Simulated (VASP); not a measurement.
# AlN (F-43m) in VASP: further runs

AlN is run at these levels: r2SCAN; tasks: single point, relaxation of cell and atoms.

All numbers are computed with VASP 6.6.1; they aren't measurements. Logs are shortened: lines on timing, memory, paths and dates and some standing lists are left out, and cuts for length are marked.

### 1 The cell of the first run

Symmetry: F-43m, No. 216, cubic system. The conventional cell has a = 4.370 Å, b = 4.370 Å, c = 4.370 Å, α = 90.00°, β = 90.00°, γ = 90.00°. Al (site symmetry -43m) has 4 N at 1.89 Å within 2.5 Å. N (site symmetry -43m) has 4 Al at 1.89 Å within 2.5 Å.

### 2 Single point, r2SCAN

Input file POSCAR:

```
AlN
1.0
    0.0000000000      2.1848997670      2.1848997670
    2.1848997670      0.0000000000      2.1848997670
    2.1848997670      2.1848997670      0.0000000000
Al N
1 1
Direct
    0.0000000000      0.0000000000      0.0000000000
    0.2500000000      0.2500000000      0.2500000000
```

Input file INCAR.step1:

```
SYSTEM = AlN
PREC = Accurate
ENCUT = 520
ISMEAR = -1
SIGMA = 0.08
LREAL = .False.
LASPH = .True.
NELM = 100
NBANDS = 11
GGA = PE
ALGO = Normal
EDIFF = 1E-4
LWAVE = .True.
LCHARG = .False.
```

Input file INCAR.step2:

```
SYSTEM = AlN
PREC = Accurate
ENCUT = 520
EDIFF = 1E-6
ISMEAR = -1
SIGMA = 0.08
LREAL = .False.
LASPH = .True.
NELM = 100
ALGO = Normal
ISIF = 2
LWAVE = .False.
LCHARG = .False.
METAGGA = R2SCAN
LMIXTAU = .True.
NBANDS = 11
ISTART = 1
```

Input file KPOINTS:

```
regular mesh
0
Gamma
  16 16 16
  0 0 0
```

Potentials or basis: VASP PAW PBE potentials, release 64 (Al, N).

Command:

```
cat potpaw_PBE.64/Al/POTCAR potpaw_PBE.64/N/POTCAR > POTCAR
cp INCAR.step1 INCAR
mpirun -np 1 vasp_std > vasp.out
cp INCAR.step2 INCAR
mpirun -np 1 vasp_std > vasp.out
```

OUTCAR:

```text
SYSTEM = AlN
   PREC = Accurate
   ENCUT = 520
   EDIFF = 1E-6
   ISMEAR = -1
   LREAL = .False.
   LASPH = .True.
   NELM = 100
   ISIF = 2
   METAGGA = R2SCAN
   ISTART = 1

 ion  position               nearest neighbor table
   1  0.000  0.000  0.000-   2 1.89   2 1.89   2 1.89   2 1.89
   2  0.250  0.250  0.250-   1 1.89   1 1.89   1 1.89   1 1.89

  LATTYP: Found a face centered cubic cell.
 ALAT       =     4.3697995340

  Lattice vectors:

 A1 = (   0.0000000000,   2.1848997670,   2.1848997670)
 A2 = (   2.1848997670,   0.0000000000,   2.1848997670)
 A3 = (   2.1848997670,   2.1848997670,   0.0000000000)

Analysis of symmetry for initial positions (statically):
=====================================================================
 Subroutine PRICEL returns:
 Original cell was already a primitive cell.

 Routine SETGRP: Setting up the symmetry group for a
 face centered cubic supercell.

 Subroutine GETGRP returns: Found 24 space group operations
 (whereof 24 operations were pure point group operations)
 out of a pool of 48 trial point group operations.

The static configuration has the point symmetry T_d .

Analysis of symmetry for dynamics (positions and initial velocities):
=====================================================================
 Subroutine PRICEL returns:
 Original cell was already a primitive cell.

 Routine SETGRP: Setting up the symmetry group for a
 face centered cubic supercell.

 Subroutine GETGRP returns: Found 24 space group operations
 (whereof 24 operations were pure point group operations)
 out of a pool of 48 trial point group operations.

The dynamic configuration has the point symmetry T_d .

 Subroutine INISYM returns: Found 24 space group operations
 (whereof 24 operations are pure point group operations),
 and found     1 'primitive' translations

----------------------------------------------------------------------------------------

                                     Primitive cell

  volume of cell :      20.8605

  direct lattice vectors                    reciprocal lattice vectors
     0.000000000  2.184899767  2.184899767    -0.228843450  0.228843450  0.228843450
     2.184899767  0.000000000  2.184899767     0.228843450 -0.228843450  0.228843450
     2.184899767  2.184899767  0.000000000     0.228843450  0.228843450 -0.228843450

  length of vectors
     3.089914883  3.089914883  3.089914883     0.396368482  0.396368482  0.396368482

  position of ions in fractional coordinates (direct lattice)
     0.000000000  0.000000000  0.000000000
     0.250000000  0.250000000  0.250000000

  ion indices of the primitive-cell ions
   primitive index   ion index
                 1           1
                 2           2

----------------------------------------------------------------------------------------

 KPOINTS: regular mesh

Automatic generation of k-mesh.
 Grid dimensions read from file:
 generate k-points for:   16   16   16

 Generating k-lattice:

  Cartesian coordinates                     Fractional coordinates (reciprocal lattice)
    -0.014302716  0.014302716  0.014302716     0.062500000  0.000000000  0.000000000
     0.014302716 -0.014302716  0.014302716     0.000000000  0.062500000  0.000000000
     0.014302716  0.014302716 -0.014302716     0.000000000  0.000000000  0.062500000

  Length of vectors
     0.024773030  0.024773030  0.024773030

  Shift w.r.t. Gamma in fractional coordinates (k-lattice)
     0.000000000  0.000000000  0.000000000

 Subroutine IBZKPT returns following result:
 ===========================================

 Found    145 irreducible k-points:

 Following reciprocal coordinates:
            Coordinates               Weight
  0.000000  0.000000  0.000000      1.000000
  0.062500  0.000000  0.000000      8.000000
  0.125000  0.000000  0.000000      8.000000
  0.187500  0.000000  0.000000      8.000000
  0.250000  0.000000  0.000000      8.000000
  0.312500  0.000000  0.000000      8.000000
[... 16 lines left out ...]
 -0.125000  0.062500  0.000000     24.000000
 -0.062500  0.062500  0.000000     12.000000
 [... further k-points ...]
   k-points           NKPTS =    145   k-points in BZ     NKDIM =    145   number of bands    NBANDS=     11
   number of dos      NEDOS =    301   number of ions     NIONS =      2
   total plane-waves  NPLWV =  13824
   dimension x,y,z NGX =    24 NGY =   24 NGZ =   24
   dimension x,y,z NGXF=    48 NGYF=   48 NGZF=   48
   ions per type =               1   1
   NGX,Y,Z   is equivalent  to a cutoff of  12.91, 12.91, 12.91 a.u.
   NGXF,Y,Z  is equivalent  to a cutoff of  25.83, 25.83, 25.83 a.u.
 SYSTEM =  AlN
   PREC   = accura    normal or accurate (medium, high low for compatibility)
   ISTART =      1    job   : 0-new  1-cont  2-samecut
   ICHARG =      0    charge: 1-file 2-atom 10-const
   ISPIN  =      1    spin polarized calculation?
   LNONCOLLINEAR =      F non collinear calculations
   LSORBIT =      F    spin-orbit coupling
   LASPH  =      T    aspherical Exc in radial PAW
   ENCUT  =  520.0 eV  38.22 Ry    6.18 a.u.   5.75  5.75  5.75*2*pi/ulx,y,z
   NELM   =    100;   NELMIN=  2; NELMDL=  0     # of ELM steps
   EDIFF  = 0.1E-05   stopping-criterion for ELM
   LREAL  =      F    real-space projection
   EDIFFG = 0.1E-04   stopping-criterion for IOM
   NSW    =      0    number of steps for IOM
   IBRION =     -1    ionic relax: 0-MD 1-quasi-New 2-CG
   NFREE  =      0    steps in history (QN), initial steepest desc. (CG)
   ISIF   =      2    stress and relaxation
   ISYM   =      2    0-nonsym 1-usesym 2-fastsym
   POTIM  = 0.5000    time-step for ionic-motion
   TEBEG  =    0.0;   TEEND  =   0.0 temperature during run
   PSTRESS=    0.0 pullay stress
   NELECT =       8.0000    total number of electrons
   NUPDOWN=      -1.0000    fix difference up-down
   EMIN   =  10.00;   EMAX   =-10.00  energy-range for DOS
   EFERMI =   0.00;   METHOD = LEGACY
   ISMEAR =    -1;   SIGMA  =   0.08  broadening in eV -4-tet -1-fermi 0-gaus
   EFERMI_NEDOS =   21; number of points for ismear=-14 and -15
   IALGO  =     38    algorithm
   IMIX   =      4    mixing-type and parameters
     AMIX     =   0.40;   BMIX     =  1.00
     AMIX_MAG =   1.60;   BMIX_MAG =  1.00
  volume/ion in A,a.u.               =      10.43        70.39
  Fermi-wavevector in a.u.,A,eV,Ry     =   1.189406  2.247651 19.247967  1.414686
  Thomas-Fermi vector in A             =   2.325514
   LORBIT       =      0    0 simple, 1 ext, 2 COOP (PROOUT), +10 PAW based schemes
   METAGGA = R2SCAN    functional components
   LHFCALC =     F    Hartree Fock is set to
   AEXX    =    0.0000 exact exchange contribution
   IVDW    =     0    specifies the selected vdW correction
   LEPSILON=     F    determine dielectric tensor
   LRPA    =     F    only Hartree local field effects (RPA)
 non-spin polarized calculation
  energy-cutoff  :      520.00
  volume of cell :       20.86
 maximum number of plane-waves:       588
   NGX = 11   NGY = 11   NGZ = 11

 number of electron       8.0000000 magnetization

 Free energy of the ion-electron system (eV)
  ---------------------------------------------------
  ext. energy  EPLUGINS =         0.00000000
  ---------------------------------------------------
  free energy    TOTEN  =       -19.17970584 eV

  energy without entropy =      -19.17970584  energy(sigma->0) =      -19.17970584

 E-fermi :   7.3443     XC(G=0): -11.4128

 val. band max:        5.6814413418   @ k =   0.0000   0.0000   0.0000
 cond. band min:       9.6152479899   @ k =   0.5000   0.5000   0.0000
 fundamental gap:      3.9338066481
 Fermi energy:         7.3442864325

 k-point     1 :       0.0000    0.0000    0.0000
  band No.  band energies     occupation
      1     -10.0530      2.00000
      2       5.6814      2.00000
      3       5.6814      2.00000
      4       5.6814      2.00000
      5      10.5623      0.00000
      6      19.1900      0.00000
      7      19.1900      0.00000
      8      19.1900      0.00000
      9      24.2055      0.00000
     10      24.2055      0.00000
     11      25.9153      0.00000

 k-point     2 :       0.0625    0.0000    0.0000
  band No.  band energies     occupation
      1      -9.9953      2.00000
      2       5.3406      2.00000
      3       5.6606      2.00000
      4       5.6606      2.00000
      5      10.8487      0.00000
      6      19.0321      0.00000
      7      19.2553      0.00000
      8      19.2553      0.00000
      9      23.5171      0.00000
     10      23.5171      0.00000
     11      25.5183      0.00000

 k-point     3 :       0.1250    0.0000    0.0000
  band No.  band energies     occupation
      1      -9.8259      2.00000
      2       4.5109      2.00000
      3       5.6023      2.00000
      4       5.6023      2.00000
      5      11.5090      0.00000
      6      18.6299      0.00000
      7      19.3682      0.00000
      8      19.3682      0.00000
      9      22.6956      0.00000
     10      22.6956      0.00000
     11      24.8479      0.00000

 k-point     4 :       0.1875    0.0000    0.0000
  band No.  band energies     occupation
      1      -9.5559      2.00000
      2       3.4741      2.00000
      3       5.5181      2.00000
      4       5.5181      2.00000
      5      12.2478      0.00000
      6      18.1237      0.00000
      7      19.2819      0.00000
      8      19.2819      0.00000
      9      22.4442      0.00000
     10      22.4442      0.00000
     11      24.3130      0.00000
[... 239 lines left out ...]
 k-point    22 :      -0.1875    0.0625    0.0000
  band No.  band energies     occupation
      1      -9.4004      2.00000
      2       3.0828      2.00000
      3       5.2049      2.00000
      4       5.5817      2.00000
      5      12.6223      0.00000
      6      17.9079      0.00000
      7      18.9400      0.00000
      8      19.2285      0.00000
      9      21.6063      0.00000
     10      23.2587      0.00000
     11      25.0261      0.00000

 k-point    23 :      -0.1250    0.0625    0.0000
  band No.  band energies     occupation
      1      -9.6974      2.00000
      2       4.0859      2.00000
      3       5.3468      2.00000
      4       5.6509      2.00000
      5      11.9221      0.00000
      6      18.4051      0.00000
      7      19.2468      0.00000
      8      19.4528      0.00000
      9      21.6140      0.00000
     10      23.0103      0.00000
     11      25.5512      0.00000

 k-point    24 :      -0.0625    0.0625    0.0000
  band No.  band energies     occupation
      1      -9.9004      2.00000
      2       4.9115      2.00000
      3       5.5082      2.00000
      4       5.6795      2.00000
      5      11.2516      0.00000
      6      18.7972      0.00000
      7      19.3330      0.00000
      8      19.3431      0.00000
      9      22.3954      0.00000
     10      23.3381      0.00000
     11      26.1372      0.00000

 [... further k-points ...]

------------------------ aborting loop because EDIFF is reached ----------------------------------------

  FORCE on cell =-STRESS in cart. coord.  units (eV):
  Direction    XX          YY          ZZ          XY          YZ          ZX
  --------------------------------------------------------------------------------------
  -------------------------------------------------------------------------------------
  Total       -0.0512767     -0.0512767     -0.0512767      0.0000000      0.0000000      0.0000000
  in kB       -3.9382722     -3.9382722     -3.9382722      0.0000000      0.0000000      0.0000000
  external PRESSURE =      -3.9382722 kB  Pullay stress =       0.0000000 kB

 VOLUME and BASIS-vectors are now :
 -----------------------------------------------------------------------------
  energy-cutoff  :      520.00
  volume of cell :       20.86
      direct lattice vectors                 reciprocal lattice vectors
     0.000000000  2.184899767  2.184899767    -0.228843450  0.228843450  0.228843450
     2.184899767  0.000000000  2.184899767     0.228843450 -0.228843450  0.228843450
     2.184899767  2.184899767  0.000000000     0.228843450  0.228843450 -0.228843450

 POSITION                                       TOTAL-FORCE (eV/Angst)
 -----------------------------------------------------------------------------------
      0.00000      0.00000      0.00000         0.000000      0.000000      0.000000
      1.09245      1.09245      1.09245        -0.000000     -0.000000     -0.000000
 -----------------------------------------------------------------------------------
    total drift:                               -0.000000     -0.000000     -0.000000

  FREE ENERGIE OF THE ION-ELECTRON SYSTEM (eV)
  ---------------------------------------------------
  free  energy   TOTEN  =       -19.1797058443 eV

  energy  without entropy=      -19.1797058442  energy(sigma->0) =      -19.17970584
```

Wall time 46 s (1 thread of Intel Xeon 6975P-C (Granite Rapids), shared host); peak memory 0.16 GiB.

Results:

| Item | Value |
| --- | --- |
| Free energy | -19.1797 eV |
| Pressure | -0.4 GPa |
| Band gap on the k mesh | 3.93 eV (least direct gap 4.88 eV) |

Caveat: the PAW data sets were made with another functional, which shifts forces and pressure a little. A k mesh can miss the band edges.

### 3 Relaxation of cell and atoms, r2SCAN

Input file POSCAR:

```
AlN
1.0
    0.0000000000      2.1839935596      2.1839935596
    2.1839935596      0.0000000000      2.1839935596
    2.1839935596      2.1839935596      0.0000000000
Al N
1 1
Direct
    0.0000000000      0.0000000000      0.0000000000
    0.2500000000      0.2500000000      0.2500000000
```

Input file INCAR.step1:

```
SYSTEM = AlN
  ALGO = Normal
  EDIFF = 1E-4
  ENCUT = 600
  GGA = PE
  ISMEAR = -1
  LASPH = .TRUE.
  LCHARG = .FALSE.
  LREAL = .FALSE.
  LWAVE = .TRUE.
  NELM = 60
  PREC = Accurate
  SIGMA = 0.08
```

Input file INCAR.step2:

```
SYSTEM = AlN
  ALGO = Normal
  EDIFF = 1E-6
  EDIFFG = -0.002
  ENCUT = 600
  IBRION = 2
  ISIF = 3
  ISMEAR = -1
  ISTART = 1
  LASPH = .TRUE.
  LCHARG = .FALSE.
  LMIXTAU = .TRUE.
  LREAL = .FALSE.
  LWAVE = .FALSE.
  METAGGA = R2SCAN
  NELM = 60
  NSW = 100
  PREC = Accurate
  SIGMA = 0.08
```

Input file KPOINTS:

```
k-points
0
G
  16 16 16
  0 0 0
```

Potentials or basis: VASP PAW PBE potentials, release 64 (Al, N).

Command:

```
cat potpaw_PBE.64/Al/POTCAR potpaw_PBE.64/N/POTCAR > POTCAR
cp INCAR.step1 INCAR
mpirun -np 1 vasp_std > vasp.out
cp INCAR.step2 INCAR
mpirun -np 1 vasp_std > vasp.out
```

Run time: 2.6 min. Hardware: 1 thread of Intel Xeon 6975P-C (Granite Rapids), shared host; peak memory 0.17 GiB.

The run converged. Its results:

* Free energy: -19.1797 eV
* Relaxed volume: 10.41 Å³/atom
* Relaxed cell: a = 3.088 Å, b = 3.088 Å, c = 3.088 Å, α = 60.00°, β = 60.00°, γ = 60.00°
* Space group after relaxing (to 0.1 Å): F-43m (No. 216)
* Energy gained by relaxing: 0.0 meV/atom
* Ionic steps: 3
* Pressure after relaxing: 0.0 GPa
* Band gap on the k mesh: 3.93 eV (least direct gap 4.90 eV)

Final structure:
```
Al N
1.0
     0.00000    2.18374    2.18374
     2.18374    0.00000    2.18374
     2.18374    2.18374    0.00000
Al N
1 1
Direct
  0.00000 0.00000 0.00000
  0.25000 0.25000 0.25000
```

Levels at points of the mesh, in eV from the valence-band top:
```csv
k point,band 1,band 2,band 3,band 4,band 5,band 6,band 7,band 8
"(0.00, 0.00, 0.00)",-15.74,0.00,0.00,0.00,4.90,13.53,13.53,13.53
"(0.50, 0.00, 0.00)",-13.73,-5.90,-0.49,-0.49,8.21,10.83,11.95,11.95
"(0.50, 0.50, 0.00)",-13.10,-4.95,-1.81,-1.81,3.93,9.48,15.20,16.96
```

Caveat: the PAW data sets were made with another functional, which shifts forces and pressure a little. A k mesh can miss the band edges.
